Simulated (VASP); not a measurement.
Cu, 2 atoms in the cell. The structure is cubic, space group Fd-3m (No. 227). The conventional cell has a = 5.367 Å, b = 5.367 Å, c = 5.367 Å, α = 90.00°, β = 90.00°, γ = 90.00°. Cu (site symmetry -43m) has 4 Cu at 2.32 Å within 3.1 Å. This isn't the form of Cu at room conditions, which is fcc.

* Program: VASP 6.6.1
* Task: single point
* Functional: PBEsol
* Potentials or basis: VASP PAW PBE potentials, release 64 (Cu)
* Cutoff: 520 eV
* k mesh: 17 × 17 × 17
* Occupations: fermi-dirac, width 0.1 eV
* Spin: no spin polarisation
* Dipole correction: no
* Further INCAR settings: ALGO = Normal; EDIFF = 1e-07; NBANDS = 18

Potentials or basis: VASP PAW PBE potentials, release 64 (Cu).

Run with:

```sh
$ cat potpaw_PBE.64/Cu/POTCAR > POTCAR
$ mpirun -np 1 vasp_std > vasp.out
```

Hardware: 1 thread of AMD EPYC 7R13, on a shared host.

**Question.** Estimate the wall time of this run.

**Answer.** Wall time 3.7 min on 1 thread of AMD EPYC 7R13, with other jobs on the host, peak memory 0.19 GiB. Counts: scf iterations 14, k points 165.
